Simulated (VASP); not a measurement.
Input of a VASP 6.6.1 run:

File POSCAR:

```
Ba
1.0
    3.9086616050      0.0000000000      0.0000000000
    0.0000000000      3.9086616050      0.0000000000
    0.0000000000      0.0000000000      3.9086616050
Ba
1
Direct
    0.0000000000      0.0000000000      0.0000000000
```

File INCAR.step1:

```
PREC = Accurate
ENCUT = 520
ISMEAR = -1
SIGMA = 0.1
LREAL = False
LASPH = True
NELM = 60
NBANDS = 11
GGA = PE
ALGO = Normal
EDIFF = 1E-4
LWAVE = True
LCHARG = False
```

The input INCAR.step2:

```
PREC = Accurate
ENCUT = 520
EDIFF = 1E-6
ISMEAR = -1
SIGMA = 0.1
LREAL = False
LASPH = True
NELM = 60
ALGO = Normal
ISIF = 2
LWAVE = False
LCHARG = False
METAGGA = R2SCAN
LMIXTAU = True
NBANDS = 11
ISTART = 1
```

The input KPOINTS:

```
regular mesh
0
Gamma
  8 8 8
```

Potentials or basis: VASP PAW PBE potentials, release 64 (Ba_sv).

Run with:

```sh
$ cat potpaw_PBE.64/Ba_sv/POTCAR > POTCAR
$ cp INCAR.step1 INCAR
$ mpirun -np 1 vasp_std > vasp.out
$ cp INCAR.step2 INCAR
$ mpirun -np 1 vasp_std > vasp.out
```

(1) What does it give for the pressure?

(2) Estimate the band gap on the k mesh.

## Answers

(1) 0.1 GPa.

(2) zero (band 5 reaches 1.94 eV, above the bottom of band 6 at 1.78 eV).

Caveat: the PAW data sets were made with another functional, which shifts forces and pressure a little; spin-orbit coupling is left out, which moves the levels of the heavy elements.
